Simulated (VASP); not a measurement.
# HgTe (F-43m) in VASP: further runs, part 2 of 2

VASP 6.6.1.

### Step 3. Vibrations by perturbation theory, LDA (33.98 Å³/atom)

This run uses another cell than the first one, of 33.98 Å³/atom.

Input file INCAR:

```
PREC     = Accurate       # precision mode
ENCUT    = 500            # plane-wave cutoff, eV
EDIFF    = 1E-8           # SCF threshold, eV
ISMEAR   = -1             # smearing method
SIGMA    = 0.15           # smearing width, eV
LREAL    = F              # projectors in reciprocal space
LASPH    = T              # aspherical terms in the spheres
NELM     = 120            # most SCF steps
ALGO     = Normal         # electronic algorithm
ISIF     = 2              # what is computed and relaxed
LWAVE    = F              # write WAVECAR
LCHARG   = F              # write CHGCAR
GGA      = CA             # functional
NBANDS   = 16             # bands
IBRION   = 8              # ionic algorithm
NSW      = 1              # ionic steps
GGA_COMPAT= F
```

Input file KPOINTS:

```
Automatic mesh
0
Gamma
  12 12 12
```

Input file POSCAR:

```
HgTe
1.0
    0.0000000000      3.2390888263      3.2390888263
    3.2390888263      0.0000000000      3.2390888263
    3.2390888263      3.2390888263      0.0000000000
Hg Te
1 1
Direct
    0.0000000000      0.0000000000      0.0000000000
    0.7500000000      0.7500000000      0.7500000000
```

Potentials or basis: VASP PAW LDA potentials, release 64 (Hg, Te).

On the command line:

```sh
cat potpaw_LDA.64/Hg/POTCAR potpaw_LDA.64/Te/POTCAR > POTCAR
mpirun -np 1 vasp_std > vasp.out
```

OUTCAR:

```text
PREC = Accurate
   ENCUT = 500
   EDIFF = 1E-8
   ISMEAR = -1
   LREAL = F
   LASPH = T
   NELM = 120
   ISIF = 2
   GGA = CA
   IBRION = 8
   NSW = 1

 ion  position               nearest neighbor table
   1  0.000  0.000  0.000-   2 2.81   2 2.81   2 2.81   2 2.81
   2  0.750  0.750  0.750-   1 2.81   1 2.81   1 2.81   1 2.81

  LATTYP: Found a face centered cubic cell.
 ALAT       =     6.4781776526

  Lattice vectors:

 A1 = (   0.0000000000,   3.2390888263,   3.2390888263)
 A2 = (   3.2390888263,   0.0000000000,   3.2390888263)
 A3 = (   3.2390888263,   3.2390888263,   0.0000000000)

Analysis of symmetry for initial positions (statically):
=====================================================================
 Subroutine PRICEL returns:
 Original cell was already a primitive cell.

 Routine SETGRP: Setting up the symmetry group for a
 face centered cubic supercell.

 Subroutine GETGRP returns: Found 24 space group operations
 (whereof 24 operations were pure point group operations)
 out of a pool of 48 trial point group operations.

The static configuration has the point symmetry T_d .

Analysis of symmetry for dynamics (positions and initial velocities):
=====================================================================
 Subroutine PRICEL returns:
 Original cell was already a primitive cell.

 Routine SETGRP: Setting up the symmetry group for a
 face centered cubic supercell.

 Subroutine GETGRP returns: Found 24 space group operations
 (whereof 24 operations were pure point group operations)
 out of a pool of 48 trial point group operations.

The dynamic configuration has the point symmetry T_d .

 Subroutine INISYM returns: Found 24 space group operations
 (whereof 24 operations are pure point group operations),
 and found     1 'primitive' translations

----------------------------------------------------------------------------------------

                                     Primitive cell

  volume of cell :      67.9671

  direct lattice vectors                    reciprocal lattice vectors
     0.000000000  3.239088826  3.239088826    -0.154364399  0.154364399  0.154364399
     3.239088826  0.000000000  3.239088826     0.154364399 -0.154364399  0.154364399
     3.239088826  3.239088826  0.000000000     0.154364399  0.154364399 -0.154364399

  length of vectors
     4.580763348  4.580763348  4.580763348     0.267366982  0.267366982  0.267366982

  position of ions in fractional coordinates (direct lattice)
     0.000000000  0.000000000  0.000000000
     0.750000000  0.750000000  0.750000000

  ion indices of the primitive-cell ions
   primitive index   ion index
                 1           1
                 2           2

[... 126 lines left out ...]
 Fermi energy:         3.0697148639

 k-point     1 :       0.0000    0.0000    0.0000
  band No.  band energies     occupation
      1      -9.1641      2.00000
      2      -4.5044      2.00000
      3      -4.5044      2.00000
      4      -4.5044      2.00000
      5      -3.9790      2.00000
      6      -3.9790      2.00000
[... 433 lines left out ...]
      3      -4.3365      2.00000
      4      -3.9976      2.00000
      5      -3.9690      2.00000
      6      -3.6655      2.00000
[... 8 lines left out ...]
     15      12.0749      0.00000
     16      12.2424      0.00000

 [... further k-points ...]

------------------------ aborting loop because EDIFF is reached ----------------------------------------

  FORCE on cell =-STRESS in cart. coord.  units (eV):
  Direction    XX          YY          ZZ          XY          YZ          ZX
  --------------------------------------------------------------------------------------
  -------------------------------------------------------------------------------------
  Total       -0.2708262     -0.2708262     -0.2708262     -0.0000000      0.0000000      0.0000000
  in kB       -6.3841436     -6.3841436     -6.3841436     -0.0000000      0.0000000      0.0000000
  external PRESSURE =      -6.3841436 kB  Pullay stress =       0.0000000 kB

 VOLUME and BASIS-vectors are now :
 -----------------------------------------------------------------------------
  energy-cutoff  :      500.00
  volume of cell :       67.97
      direct lattice vectors                 reciprocal lattice vectors
     0.000000000  3.239088826  3.239088826    -0.154364399  0.154364399  0.154364399
     3.239088826  0.000000000  3.239088826     0.154364399 -0.154364399  0.154364399
     3.239088826  3.239088826  0.000000000     0.154364399  0.154364399 -0.154364399

 POSITION                                       TOTAL-FORCE (eV/Angst)
 -----------------------------------------------------------------------------------
      0.00000      0.00000      0.00000        -0.000000      0.000000     -0.000000
      4.85863      4.85863      4.85863         0.000000     -0.000000      0.000000
 -----------------------------------------------------------------------------------
    total drift:                                0.000000      0.000000      0.000000

  FREE ENERGIE OF THE ION-ELECTRON SYSTEM (eV)
  ---------------------------------------------------
  free  energy   TOTEN  =        -5.0394454546 eV

  energy  without entropy=       -5.0312768841  energy(sigma->0) =       -5.03536117

[... ionic steps 2 to 3 ...]

--------------------------------------- Ionic step        4  -------------------------------------------

------------------------ aborting loop because EDIFF is reached ----------------------------------------

[... ionic steps 5 to 6 ...]

--------------------------------------- Ionic step        7  -------------------------------------------

 Free energy of the ion-electron system (eV)
  ---------------------------------------------------
  ---------------------------------------------------
  free energy    TOTEN  =        -0.04872996 eV

  energy without entropy =       -0.04872996

------------------------ aborting loop because EDIFF is reached ----------------------------------------

 INTERNAL STRAIN TENSOR  FOR ION    2  DIRECTION 1   (eV/Angst):
 -----------------------------------------------------------------------------
     0.00331  0.00000  0.00000
     0.00000  0.00197  4.81074
     0.00000  4.81074  0.00197

 INTERNAL STRAIN TENSOR FOR ION    2 for displacements in x,y,z  (eV/Angst):
          X           Y           Z          XY          YZ          ZX
  --------------------------------------------------------------------------------
  x     0.00000    -0.00000    -0.00000     0.00000     4.81074     0.00000
  y    -0.00000     0.00000    -0.00000     0.00000     0.00000     4.81074
  z    -0.00000    -0.00000     0.00000     4.81074     0.00000     0.00000

 SECOND DERIVATIVES (NOT SYMMETRIZED)
 ------------------------------------
               1X          1Y          1Z          2X          2Y          2Z
  1X    -3.680895    0.000000    0.000000    3.680895    0.000000    0.000000
  1Y     0.000000   -3.680895    0.000000    0.000000    3.680895    0.000000
  1Z     0.000000    0.000000   -3.680895    0.000000    0.000000    3.680895
  2X     3.680661    0.000000    0.000000   -3.680661    0.000000    0.000000
  2Y     0.000000    3.680661    0.000000    0.000000   -3.680661    0.000000
  2Z     0.000000    0.000000    3.680661    0.000000    0.000000   -3.680661

 Eigenvectors and eigenvalues of the dynamical matrix
 ----------------------------------------------------

   1 f  =    3.396266 THz    21.339368 2PiTHz  113.287237 cm-1    14.045821 meV
             X         Y         Z           dx          dy          dz
      0.000000  0.000000  0.000000     0.540114   -0.311595    0.000000
      4.858633  4.858633  4.858633    -0.677175    0.390666   -0.000000
[... 21 lines left out ...]
   6 f/i=    0.000053 THz     0.000330 2PiTHz    0.001753 cm-1     0.000217 meV
             X         Y         Z           dx          dy          dz
      0.000000  0.000000  0.000000     0.490952   -0.512334    0.328125
      4.858633  4.858633  4.858633     0.391583   -0.408637    0.261712

--------------------------------------------------------------------------------------------------------

 ELASTIC MODULI CONTR FROM IONIC RELAXATION (kBar)
 Direction    XX          YY          ZZ          XY          YZ          ZX
 --------------------------------------------------------------------------------
 XX          -0.0000      0.0000      0.0000      0.0000     -0.0000     -0.0000
 YY           0.0000     -0.0000     -0.0000      0.0000      0.0000     -0.0000
 ZZ           0.0000     -0.0000     -0.0000     -0.0000      0.0000     -0.0000
 XY           0.0000      0.0000     -0.0000   -157.9795     -0.0000     -0.0000
 YZ          -0.0000      0.0000      0.0000     -0.0000   -157.9795      0.0000
 ZX          -0.0000     -0.0000     -0.0000     -0.0000      0.0000   -157.9795
 --------------------------------------------------------------------------------
```

Wall time 10 min (1 thread of Intel Xeon Platinum 8259CL at 2.50GHz (Skylake/Cascade Lake), shared host); peak memory 0.7 GiB.

What came out:

* Highest phonon frequency at Γ, LO-TO splitting left out: 113 cm⁻¹

Phonon frequencies in cm⁻¹ (negative: imaginary):
| q point | frequencies |
| --- | --- |
| (0.000, 0.000, 0.000) | 0 0 0 113 113 113 |

Caveat: spin-orbit coupling is left out, which moves the levels of the heavy elements.

### Step 4. Elastic constants, LDA

This run uses another cell than the first one, of 24.10 Å³/atom.

Input file INCAR:

```
  ALGO = Normal
  EDIFF = 1E-8
  ENCUT = 500
  GGA = CA
  GGA_COMPAT = False
  IBRION = 6
  ISIF = 3
  ISMEAR = -1
  LASPH = True
  LCHARG = True
  LREAL = False
  LWAVE = False
  NELM = 120
  NFREE = 2
  NSW = 1
  POTIM = 0.015
  PREC = Accurate
  SIGMA = 0.15
```

Input file KPOINTS:

```
k-points
0
Gamma
  12 12 12
```

Input file POSCAR:

```
HgTe
1.0
    0.0000000000      2.8884907004      2.8884907004
    2.8884907004      0.0000000000      2.8884907004
    2.8884907004      2.8884907004      0.0000000000
Hg Te
1 1
Direct
    0.0000000000      0.0000000000      0.0000000000
    0.7500000000      0.7500000000      0.7500000000
```

On the command line:

```sh
cat potpaw_LDA.64/Hg/POTCAR potpaw_LDA.64/Te/POTCAR > POTCAR
mpirun -np 1 vasp_std > vasp.out
```

It took 30 min on 1 thread of Intel Xeon Platinum 8259CL at 2.50GHz (Skylake/Cascade Lake), shared host; peak memory 0.58 GiB.

It converged, with:

* Elastic constants C11, C12, C44: 149, 172, -24 GPa
* Voigt bulk modulus: 164 GPa
* Highest phonon frequency at Γ, LO-TO splitting left out: 219 cm⁻¹

Phonon frequencies in cm⁻¹ (negative: imaginary):
| q point | frequencies |
| --- | --- |
| (0.000, 0.000, 0.000) | 0 0 0 219 219 219 |

Elastic tensor in Voigt notation (GPa, in the Cartesian axes of the cell as first typed):
```
149 172 172   0   0   0
172 149 172   0   0   0
172 172 149   0   0   0
  0   0   0 -24   0   0
  0   0   0   0 -24   0
  0   0   0   0   0 -24
```

Clamped-ion elastic tensor (GPa):
```
149 172 172   0   0   0
172 149 172   0   0   0
172 172 149   0   0   0
  0   0   0 145   0   0
  0   0   0   0 145   0
  0   0   0   0   0 145
```

Caveat: the cell is under stress, which shifts elastic constants; the elastic tensor has a negative eigenvalue, so either the cell is unstable as it stands or the mesh is too thin; spin-orbit coupling is left out, which moves the levels of the heavy elements.
